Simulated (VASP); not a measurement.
# Ni (C2/c) in VASP: a series of runs

Runs on Ni. Level: PBEsol. Tasks: single point.

Program: VASP 6.6.1. These are calculated values, not measurements. Logs are shortened: lines on timing, memory, paths and dates and some standing lists are left out, and cuts for length are marked.

### 1 The cell of the first run

The typed cell holds 2 atoms: a = 4.329 Å, b = 4.329 Å, c = 2.480 Å, α = 97.87°, β = 97.87°, γ = 147.45°.

### 2 Single point, PBEsol (10.91 Å³/atom)

Contents of INCAR:

```
  ALGO = Normal
  EDIFF = 1E-7
  ENCUT = 520
  GGA = PS
  ISIF = 2
  ISMEAR = -1
  LASPH = T
  LCHARG = F
  LREAL = F
  LWAVE = F
  NBANDS = 17
  NELM = 80
  PREC = Accurate
  SIGMA = 0.1
```

Contents of KPOINTS:

```
k-points
0
Gamma
  17 17 16
```

Contents of POSCAR:

```
Ni
1.0
   -2.9380871097      2.9384753567      1.2133086046
    2.9384753567     -2.9380871097      1.2133086046
    1.5300751700      1.5300751700     -1.2125975296
Ni
2
Direct
    0.0000237669      0.9999762331      1.0000000000
    0.7499762331      0.2500237669      0.5000000000
```

Potentials or basis: VASP PAW PBE potentials, release 64 (Ni).

On the command line:

```console
cat potpaw_PBE.64/Ni/POTCAR > POTCAR
mpirun -np 1 vasp_std > vasp.out
```

OUTCAR:

```text
EDIFF = 1E-7
   ENCUT = 520
   GGA = PS
   ISIF = 2
   ISMEAR = -1
   LASPH = T
   LREAL = F
   NELM = 80
   PREC = Accurate

 ion  position               nearest neighbor table
   1  0.000  1.000  0.000-   2 2.42   2 2.42   2 2.42   2 2.42   2 2.97   2 2.97   2 2.97   2 2.97

   2  0.750  0.250  0.500-   1 2.42   1 2.42   1 2.42   1 2.42   1 2.97   1 2.97   1 2.97   1 2.97

  LATTYP: Found a base centered monoclinic cell.
 ALAT       =     2.4266172713
 B/A-ratio  =     3.4248146333
 C/A-ratio  =     1.0221859810
 COS(beta)  =    -0.4886636934

  Lattice vectors:

 A1 = (  -2.9380871097,   2.9384753567,   1.2133086046)
 A2 = (   2.9384753567,  -2.9380871097,   1.2133086046)
 A3 = (   1.5300751700,   1.5300751700,  -1.2125975296)

Analysis of symmetry for initial positions (statically):
=====================================================================
 Subroutine PRICEL returns:
 Original cell was already a primitive cell.

 Routine SETGRP: Setting up the symmetry group for a
 base centered monoclinic supercell.

 Subroutine GETGRP returns: Found  4 space group operations
 (whereof  2 operations were pure point group operations)
 out of a pool of  4 trial point group operations.

The static configuration has the point symmetry C_2 .
 The point group associated with its full space group is C_2h.

Analysis of symmetry for dynamics (positions and initial velocities):
=====================================================================
 Subroutine PRICEL returns:
 Original cell was already a primitive cell.

 Routine SETGRP: Setting up the symmetry group for a
 base centered monoclinic supercell.

 Subroutine GETGRP returns: Found  4 space group operations
 (whereof  2 operations were pure point group operations)
 out of a pool of  4 trial point group operations.

The dynamic configuration has the point symmetry C_2 .
 The point group associated with its full space group is C_2h.

 Subroutine INISYM returns: Found  4 space group operations
 (whereof  2 operations are pure point group operations),
 and found     1 'primitive' translations

----------------------------------------------------------------------------------------

                                     Primitive cell

  volume of cell :      21.8219

  direct lattice vectors                    reciprocal lattice vectors
    -2.938087110  2.938475357  1.213308605     0.078190451  0.248357960  0.412044065
     2.938475357 -2.938087110  1.213308605     0.248357960  0.078190451  0.412044065
     1.530075170  1.530075170 -1.212597530     0.326739901  0.326739901 -0.000104554

  length of vectors
     4.328869489  4.328869489  2.480454156     0.487417413  0.487417413  0.462080011

  position of ions in fractional coordinates (direct lattice)
     0.000023767  0.999976233  1.000000000
     0.749976233  0.250023767  0.500000000

  ion indices of the primitive-cell ions
   primitive index   ion index
                 1           1
                 2           2

----------------------------------------------------------------------------------------

 KPOINTS: k-points

Automatic generation of k-mesh.
 Grid dimensions read from file:
 generate k-points for:   17   17   16

 Generating k-lattice:

  Cartesian coordinates                     Fractional coordinates (reciprocal lattice)
     0.004599438  0.014609292  0.024237886     0.058823529 -0.000000000  0.000000000
     0.014609292  0.004599438  0.024237886    -0.000000000  0.058823529  0.000000000
     0.020421244  0.020421244 -0.000006535    -0.000000000 -0.000000000  0.062500000

  Length of vectors
     0.028671613  0.028671613  0.028880001

  Shift w.r.t. Gamma in fractional coordinates (k-lattice)
     0.000000000  0.000000000  0.000000000

 Subroutine IBZKPT returns following result:
 ===========================================

 Found   1233 irreducible k-points:

 Following reciprocal coordinates:
            Coordinates               Weight
  0.000000  0.000000  0.000000      1.000000
  0.058824  0.000000 -0.000000      4.000000
  0.117647  0.000000 -0.000000      4.000000
  0.176471  0.000000 -0.000000      4.000000
  0.235294  0.000000 -0.000000      4.000000
  0.294118  0.000000 -0.000000      4.000000
[... 16 lines left out ...]
 -0.176471  0.058824  0.000000      4.000000
 -0.117647  0.058824  0.000000      4.000000
 [... further k-points ...]
   k-points           NKPTS =   1233   k-points in BZ     NKDIM =   1233   number of bands    NBANDS=     17
   number of dos      NEDOS =    301   number of ions     NIONS =      2
   total plane-waves  NPLWV =  18432
   dimension x,y,z NGX =    32 NGY =   32 NGZ =   18
   dimension x,y,z NGXF=    64 NGYF=   64 NGZF=   36
   ions per type =               2
   NGX,Y,Z   is equivalent  to a cutoff of  12.29, 12.29, 12.06 a.u.
   NGXF,Y,Z  is equivalent  to a cutoff of  24.58, 24.58, 24.13 a.u.
 SYSTEM =  unknown system
   PREC   = accura    normal or accurate (medium, high low for compatibility)
   ISTART =      0    job   : 0-new  1-cont  2-samecut
   ICHARG =      2    charge: 1-file 2-atom 10-const
   ISPIN  =      1    spin polarized calculation?
   LNONCOLLINEAR =      F non collinear calculations
   LSORBIT =      F    spin-orbit coupling
   LASPH  =      T    aspherical Exc in radial PAW
   ENCUT  =  520.0 eV  38.22 Ry    6.18 a.u.   8.05  8.05  4.61*2*pi/ulx,y,z
   NELM   =     80;   NELMIN=  2; NELMDL= -5     # of ELM steps
   EDIFF  = 0.1E-06   stopping-criterion for ELM
   LREAL  =      F    real-space projection
   EDIFFG = 0.1E-05   stopping-criterion for IOM
   NSW    =      0    number of steps for IOM
   IBRION =     -1    ionic relax: 0-MD 1-quasi-New 2-CG
   NFREE  =      0    steps in history (QN), initial steepest desc. (CG)
   ISIF   =      2    stress and relaxation
   ISYM   =      2    0-nonsym 1-usesym 2-fastsym
   POTIM  = 0.5000    time-step for ionic-motion
   TEBEG  =    0.0;   TEEND  =   0.0 temperature during run
   PSTRESS=    0.0 pullay stress
   NELECT =      20.0000    total number of electrons
   NUPDOWN=      -1.0000    fix difference up-down
   EMIN   =  10.00;   EMAX   =-10.00  energy-range for DOS
   EFERMI =   0.00;   METHOD = LEGACY
   ISMEAR =    -1;   SIGMA  =   0.10  broadening in eV -4-tet -1-fermi 0-gaus
   EFERMI_NEDOS =   21; number of points for ismear=-14 and -15
   IALGO  =     38    algorithm
   IMIX   =      4    mixing-type and parameters
     AMIX     =   0.40;   BMIX     =  1.00
     AMIX_MAG =   1.60;   BMIX_MAG =  1.00
  volume/ion in A,a.u.               =      10.91        73.63
  Fermi-wavevector in a.u.,A,eV,Ry     =   1.590208  3.005058 34.405901  2.528762
  Thomas-Fermi vector in A             =   2.688939
   LORBIT       =      0    0 simple, 1 ext, 2 COOP (PROOUT), +10 PAW based schemes
   GGA     = PS    functional components
   LHFCALC =     F    Hartree Fock is set to
   AEXX    =    0.0000 exact exchange contribution
   IVDW    =     0    specifies the selected vdW correction
   LEPSILON=     F    determine dielectric tensor
   LRPA    =     F    only Hartree local field effects (RPA)
 non-spin polarized calculation
  energy-cutoff  :      520.00
  volume of cell :       21.82
 maximum number of plane-waves:       603
   NGX = 15   NGY = 15   NGZ =  9

 number of electron      20.0000018 magnetization

 Free energy of the ion-electron system (eV)
  ---------------------------------------------------
  ext. energy  EPLUGINS =         0.00000000
  ---------------------------------------------------
  free energy    TOTEN  =       -12.08233432 eV

  energy without entropy =      -11.91112429  energy(sigma->0) =      -11.99672930

 E-fermi :   8.9968     XC(G=0): -13.4090

 val. band max:        8.9967571303   @ k =  -0.1176  -0.4706   0.2500
 cond. band min:       8.9971632715   @ k =   0.4706   0.3529   0.5000
 fundamental gap:      0.0004061412
 Fermi energy:         8.9967705034

 k-point     1 :       0.0000    0.0000    0.0000
  band No.  band energies     occupation
      1       0.1129      2.00000
      2       4.5362      2.00000
      3       6.6982      2.00000
      4       7.0207      2.00000
      5       7.4288      2.00000
      6       7.4462      2.00000
[... 9 lines left out ...]
     16      34.2554      0.00000
     17      35.5699      0.00000

 k-point     2 :       0.0588    0.0000   -0.0000
  band No.  band energies     occupation
      1       0.2457      2.00000
      2       4.6144      2.00000
      3       6.7249      2.00000
      4       7.0516      2.00000
      5       7.3940      2.00000
      6       7.4206      2.00000
[... 9 lines left out ...]
     16      33.2030      0.00000
     17      34.2210      0.00000

 k-point     3 :       0.1176    0.0000   -0.0000
  band No.  band energies     occupation
      1       0.6383      2.00000
      2       4.8326      2.00000
      3       6.7553      2.00000
      4       7.0753      2.00000
      5       7.1167      2.00000
      6       7.2849      2.00000
[... 9 lines left out ...]
     16      31.2746      0.00000
     17      33.3934      0.00000

 k-point     4 :       0.1765    0.0000   -0.0000
  band No.  band energies     occupation
      1       1.2707      2.00000
      2       5.1324      2.00000
      3       6.4409      2.00000
      4       6.8650      2.00000
      5       7.0636      2.00000
      6       7.1816      2.00000
[... 9 lines left out ...]
     16      29.5935      0.00000
     17      32.2236      0.00000
[... 343 lines left out ...]
      1       1.3916      2.00000
      2       5.0454      2.00000
      3       6.4055      2.00000
      4       6.7688      2.00000
      5       7.0405      2.00000
      6       7.2264      2.00000
[... 9 lines left out ...]
     16      29.6952      0.00000
     17      31.9164      0.00000

 k-point    23 :      -0.1765    0.0588    0.0000
  band No.  band energies     occupation
      1       0.7328      2.00000
      2       4.7638      2.00000
      3       6.7103      2.00000
      4       7.0086      2.00000
      5       7.0965      2.00000
      6       7.2699      2.00000
[... 9 lines left out ...]
     16      31.5117      0.00000
     17      32.6010      0.00000

 k-point    24 :      -0.1176    0.0588    0.0000
  band No.  band energies     occupation
      1       0.3101      2.00000
      2       4.5668      2.00000
      3       6.7007      2.00000
      4       7.0498      2.00000
      5       7.3889      2.00000
      6       7.4411      2.00000
[... 9 lines left out ...]
     16      32.8392      0.00000
     17      33.8884      0.00000

 [... further k-points ...]

------------------------ aborting loop because EDIFF is reached ----------------------------------------

  FORCE on cell =-STRESS in cart. coord.  units (eV):
  Direction    XX          YY          ZZ          XY          YZ          ZX
  --------------------------------------------------------------------------------------
  -------------------------------------------------------------------------------------
  Total       -1.0878964     -1.0878964     -1.0371273      0.0010581     -0.0033486     -0.0033486
  in kB      -79.8740386    -79.8740386    -76.1465454      0.0776872     -0.2458571     -0.2458560
  external PRESSURE =     -78.6315409 kB  Pullay stress =       0.0000000 kB

 VOLUME and BASIS-vectors are now :
 -----------------------------------------------------------------------------
  energy-cutoff  :      520.00
  volume of cell :       21.82
      direct lattice vectors                 reciprocal lattice vectors
    -2.938087110  2.938475357  1.213308605     0.078190451  0.248357960  0.412044065
     2.938475357 -2.938087110  1.213308605     0.248357960  0.078190451  0.412044065
     1.530075170  1.530075170 -1.212597530     0.326739901  0.326739901 -0.000104554

 POSITION                                       TOTAL-FORCE (eV/Angst)
 -----------------------------------------------------------------------------------
      2.93834     -2.93795      1.21331         0.001292     -0.001292      0.000000
     -0.70377      2.23423      0.60701        -0.001292      0.001292     -0.000000
 -----------------------------------------------------------------------------------
    total drift:                                0.000000     -0.000000      0.000000

  FREE ENERGIE OF THE ION-ELECTRON SYSTEM (eV)
  ---------------------------------------------------
  free  energy   TOTEN  =       -12.0823343157 eV

  energy  without entropy=      -11.9111242911  energy(sigma->0) =      -11.99672930
```

It took 2.7 min on 1 thread of Intel Xeon 6975P-C (Granite Rapids), shared host; peak memory 0.47 GiB.

Results:

```
Free energy            : -12.0823 eV
Pressure               : -7.9 GPa
Band gap on the k mesh : zero (bands 10 and 11 overlap by 0.72 eV)
```

Stress tensor (GPa, compression positive):
```
-7.99  0.01 -0.02
 0.01 -7.99 -0.02
-0.02 -0.02 -7.61
```

Caveat: the cell stands under tension; the PAW data sets were made with another functional, which shifts forces and pressure a little; the run has no spin polarisation, though such a crystal can be magnetic. Spin polarisation is off, so any magnetic state and its effect on volume and gap are missing.

### 3 Single point, PBEsol (11.33 Å³/atom)

This run uses another cell than the first one, of 11.33 Å³/atom.

Contents of INCAR:

```
SYSTEM = Ni
ALGO = Normal ; EDIFF = 1E-7
ENCUT = 520 ; GGA = PS
ISIF = 2 ; ISMEAR = -1
LASPH = .TRUE. ; LCHARG = .FALSE.
LREAL = .FALSE. ; LWAVE = .FALSE.
NBANDS = 17 ; NELM = 60
PREC = Accurate ; SIGMA = 0.1
```

Contents of KPOINTS:

```
k-points
0
G
  17 17 16
  0 0 0
```

Contents of POSCAR:

```
Ni
1.0
   -2.9752820344      2.9756751964      1.2286685719
    2.9756751964     -2.9752820344      1.2286685719
    1.5494452665      1.5494452665     -1.2279484950
Ni
2
Direct
    0.0000237669      0.9999762331      1.0000000000
    0.7499762331      0.2500237669      0.5000000000
```

Potentials or basis: VASP PAW PBE potentials, release 64 (Ni).

On the command line:

```console
cat potpaw_PBE.64/Ni/POTCAR > POTCAR
mpirun -np 1 vasp_std > vasp.out
```

Wall time 4.9 min (1 thread of Intel Xeon 6975P-C (Granite Rapids), shared host); peak memory 0.49 GiB.

It converged, with:

```yaml
Free_energy: -12.0241 eV
Pressure: -14.1 GPa
Band_gap_on_the_k_mesh: zero (bands 10 and 11 overlap by 0.68 eV)
```

Stress tensor (GPa, compression positive):
```
-14.31  -0.09  -0.02
 -0.09 -14.31  -0.02
 -0.02  -0.02 -13.72
```

Levels at points of the mesh, in eV from the Fermi level:
```
           k point  band 8  band 9  band 10  band 11  band 12  band 13
(0.00, 0.00, 0.00)   -1.25   -0.52    -0.49    -0.41    -0.02     5.33
(0.00, 0.00, 0.50)   -0.51    0.05     0.05     2.26     2.26    10.52
```

Caveat: the cell stands under tension; the PAW data sets were made with another functional, which shifts forces and pressure a little; the run has no spin polarisation, though such a crystal can be magnetic.
